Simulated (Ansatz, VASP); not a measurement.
# Ag: VASP beside Ansatz

```
CELL_PARAMETERS angstrom
4.62090 0.00000 0.00000
-2.31045 4.00182 0.00000
0.00000 0.00000 2.76054
ATOMIC_POSITIONS crystal
Ag 0.00000 0.00000 0.00000
Ag 0.33333 0.66667 0.50000
Ag 0.66667 0.33333 0.50000
```

Alike in both runs: functional PBEsol; k mesh 12 × 12 × 16; occupations gaussian, width 0.1 eV; no spin polarisation.

Ansatz relaxed the structure, and its values are those at the end. VASP's run is a single point on that final structure, the one shown.

|  | VASP | Ansatz |
| --- | --- | --- |
| version | VASP 6.6.1 | Ansatz 0.2.0 |
| potentials or method | VASP PAW PBE potentials, release 64 (Ag), cutoff 520 eV | scalar-relativistic, plane waves, PAW |
| valence electrons in the cell | 33 | 57 |

|  | VASP | Ansatz | Ansatz less VASP |
| --- | --- | --- | --- |
| gap on the k mesh at the Fermi level (eV) | none | none | - |
| pressure (GPa) | -0.2 | 0.0 | +0.21 |

VASP's potentials were made for PBE, not for PBEsol. A gap of «none» marks a metal or a gap that the smearing closes. The functional is the same, so the differences come from potentials, cutoffs and numerics. VASP's potentials hold 33 valence electrons a cell and Ansatz's 57, so a difference there can come from the potentials and not from the codes.
